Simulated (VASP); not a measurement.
# Si32O (a cell with a defect) in VASP: further runs, part 2 of 2

VASP 6.6.1.

## (3) Single point, PBE

Input file INCAR:

```
ALGO = Normal ; EDIFF = 1E-6
ENCUT = 520 ; GGA = PE
ISIF = 2 ; ISMEAR = 0
LASPH = True ; LCHARG = False
LREAL = Auto ; LWAVE = False
NBANDS = 89 ; NELM = 60
PREC = Accurate ; SIGMA = 0.02
```

Input file KPOINTS:

```
Automatic mesh
0
Gamma
  2 2 2
  0.5 0.5 0.5
```

Input file POSCAR:

```
Si32O
1.0
   -5.7769209609      3.3353068718      6.3650226989
    5.7769209609     -3.3353068718      6.3650226989
    3.8512806405      6.6706137437     -6.3650226989
Si O
32 1
Direct
    0.2381384293      0.0742562392      0.2471553096
    0.7422446659      0.5783897479      0.2553659425
    0.1166103693      0.4467526803      0.5009450475
    0.6152599169      0.9516896729      0.5007796292
    0.4899757973      0.3261465790      0.7512616492
    1.0016844631      0.7980472862      0.7512690312
    0.8657628544      0.2021712285      0.0017592519
    0.3668460969      0.6969875058      1.0014360247
    0.3229865433      0.4925790541      0.2498323439
    0.8243314052      0.9939722408      0.2526391588
    0.2026389694      0.8663194894      0.4966550795
    0.6902420726      0.3652588687      0.4968792100
    0.5779689431      0.7470235374      0.7511893422
    0.0516354188      0.2451645988      0.7512535423
    0.9446081184      0.6195929899      1.0056389211
    0.4572327201      0.1209539997      0.0058335371
    0.4224290208      0.2613048051      0.2466563587
    0.9270068601      0.7659067689      0.2558552818
    0.3047975602      0.6361275841      0.5016979598
    0.7931049968      0.1391682450      0.4948309683
    0.6760452066      0.5146143723      0.7512569040
    0.1919704080     -0.0276941991      0.7512436365
    0.0495708602      0.3955690073      0.0077117339
    0.5542892874      0.8856345881      1.0006841222
    0.5117940819      0.6801764735      0.2528912649
    0.0101155166      0.1784578593      0.2495706447
    0.3869010032      0.0569592028      0.4994241870
    0.8815876364      0.5409222575      0.4946632421
    0.7716777713      0.9303223780      0.7512715681
    0.2568510236      0.4215078995      0.7511779879
    0.1381484453      0.7974812543      1.0078435819
    0.6387758928      0.3088236941      0.0031129316
    0.0309390127      0.0577338693     -0.2488582002
```

Potentials or basis: VASP PAW PBE potentials, release 64 (Si, O).

Launch:

```sh
$ cat potpaw_PBE.64/Si/POTCAR potpaw_PBE.64/O/POTCAR > POTCAR
$ mpirun -np 1 vasp_std > vasp.out
```

OUTCAR:

```text
EDIFF = 1E-6
   ENCUT = 520
   GGA = PE
   ISIF = 2
   ISMEAR = 0
   LASPH = True
   LREAL = Auto
   NELM = 60
   PREC = Accurate

 ion  position               nearest neighbor table
   1  0.238  0.074  0.247-  31 2.36  26 2.36  27 2.37  17 2.37
   2  0.742  0.578  0.255-  28 2.36  25 2.36  32 2.37  18 2.37
   3  0.117  0.447  0.501-  26 2.35  28 2.36  30 2.38  19 2.40
   4  0.615  0.952  0.501-  27 2.36  25 2.36  20 2.36  29 2.38
   5  0.490  0.326  0.751-  30 2.36  27 2.36  32 2.36  21 2.38
   6  0.002  0.798  0.751-  31 2.31  28 2.31  22 2.32  33 2.40  29 2.50
   7  0.866  0.202  0.002-  32 2.36  26 2.36  23 2.36  29 2.38
   8  0.367  0.697  0.001-  25 2.35  31 2.36  30 2.38  24 2.40
   9  0.323  0.493  0.250-  23 2.35  17 2.35  19 2.36  25 2.38
  10  0.824  0.994  0.253-  20 2.35  18 2.35  24 2.36  26 2.38
  11  0.203  0.866  0.497-  22 2.34  18 2.36  27 2.37  19 2.37
  12  0.690  0.365  0.497-  20 2.33  17 2.35  28 2.35  21 2.37
  13  0.578  0.747  0.751-  21 2.36  19 2.37  24 2.37  29 2.40
  14  0.052  0.245  0.751-  33 1.73  20 2.33  23 2.33  30 2.44  22 2.88
  15  0.945  0.620  0.006-  23 2.33  18 2.35  31 2.35  21 2.37
  16  0.457  0.121  0.006-  22 2.34  17 2.36  32 2.37  24 2.37
  17  0.422  0.261  0.247-  12 2.35   9 2.35  16 2.36   1 2.37
[... 254 lines left out ...]
      2      -5.4579      2.00000
      3      -5.4554      2.00000
      4      -5.3298      2.00000
      5      -5.0131      2.00000
      6      -4.3355      2.00000
[... 317 lines left out ...]
     78       8.1672      0.00000
     79       8.2228      0.00000
 [bands above 79 left out]

------------------------ aborting loop because EDIFF is reached ----------------------------------------

  FORCE on cell =-STRESS in cart. coord.  units (eV):
  Direction    XX          YY          ZZ          XY          YZ          ZX
  --------------------------------------------------------------------------------------
  -------------------------------------------------------------------------------------
  Total        7.1392978      4.3380019      3.5348769     -2.4322228     -1.5328836      2.6494718
  in kB       17.4877998     10.6259901      8.6587255     -5.9577604     -3.7548177      6.4899144
  external PRESSURE =      12.2575051 kB  Pullay stress =       0.0000000 kB

 VOLUME and BASIS-vectors are now :
 -----------------------------------------------------------------------------
  energy-cutoff  :      520.00
  volume of cell :      654.08
      direct lattice vectors                 reciprocal lattice vectors
    -5.776920961  3.335306872  6.365022699    -0.032456736  0.093694527  0.078554315
     5.776920961 -3.335306872  6.365022699     0.097370209  0.018738905  0.078554315
     3.851280641  6.670613744 -6.365022699     0.064913473  0.112433432  0.000000000

 POSITION                                       TOTAL-FORCE (eV/Angst)
 -----------------------------------------------------------------------------------
      0.00513      2.19527      0.41525        -0.044403      0.025060     -0.051059
      0.03691      2.24995      6.78046        -0.043986      0.024636     -0.051475
      3.83649      2.24049      0.39729        -0.049097      0.014153     -0.072294
      3.87217      2.21841      6.78620        -0.061047      0.124110     -0.029216
      1.94689      5.55780      0.41284        -0.041227      0.024107     -0.017881
      7.49387      2.35531      0.30847         0.184310     -0.106150     -0.750930
[... 25 lines left out ...]
     -1.89412      1.12126      6.01168        -0.083154     -0.005371     -0.031223
      3.04765      4.92121     -4.21663         0.233591     -0.134316      2.564515
 -----------------------------------------------------------------------------------
    total drift:                                0.010602     -0.000285      0.010496

  FREE ENERGIE OF THE ION-ELECTRON SYSTEM (eV)
  ---------------------------------------------------
  free  energy   TOTEN  =      -179.6752751231 eV

  energy  without entropy=     -179.6752751231  energy(sigma->0) =     -179.67527512
```

stdout:

```text
POSCAR found type information on POSCAR SiO
 POSCAR found :  2 types and      33 ions
 scaLAPACK will be used
 LDA part: xc-table for (Slater+PW92), standard interpolation
 POSCAR, INCAR and KPOINTS ok, starting setup
 FFT: planning ... GRIDC
 FFT: planning ... GRID_SOFT
 FFT: planning ... GRID
 WAVECAR not read
 entering main loop
```

Run time: 5.5 min. Hardware: 1 thread of Intel Xeon 6975P-C (Granite Rapids), shared host; peak memory 0.75 GiB.

Results:

```
Free energy            : -179.6753 eV
Pressure               : 1.2 GPa
Largest force          : 2.579 eV/Å
Band gap on the k mesh : 0.91 eV
```

Forces on the atoms (eV/Å):
```
Si  -0.044  0.025 -0.051
Si  -0.044  0.025 -0.051
Si  -0.049  0.014 -0.072
Si  -0.061  0.124 -0.029
Si  -0.041  0.024 -0.018
Si   0.184 -0.106 -0.751
Si  -0.141 -0.008 -0.031
Si  -0.036  0.035 -0.070
Si   0.003  0.002 -0.005
Si   0.002 -0.004 -0.005
Si   0.022  0.019 -0.086
Si   0.051 -0.088 -0.027
Si   0.021 -0.011 -0.035
Si   0.609 -0.353 -0.096
Si   0.102 -0.001 -0.027
Si  -0.007 -0.028 -0.088
Si   0.025 -0.032 -0.029
Si   0.041 -0.005 -0.029
Si   0.001  0.023 -0.030
Si   0.094 -0.221 -0.011
Si   0.027 -0.017 -0.004
Si  -0.304  0.176 -0.575
Si   0.239  0.026 -0.009
Si  -0.018 -0.009 -0.031
Si  -0.030  0.025 -0.001
Si  -0.036  0.015  0.000
Si  -0.038  0.073 -0.028
Si  -0.134  0.024 -0.062
Si  -0.399  0.228 -0.133
Si  -0.101  0.062 -0.085
Si  -0.089  0.105 -0.061
Si  -0.083 -0.005 -0.031
O    0.234 -0.134  2.565
```

Levels at points of the mesh, in eV from the valence-band top:
```
           k point  band 64  band 65  band 66  band 67  band 68  band 69  band 70  band 71
(0.25, 0.25, 0.25)    -0.91    -0.86    -0.59    -0.59     1.08     1.20     1.29     1.32
```
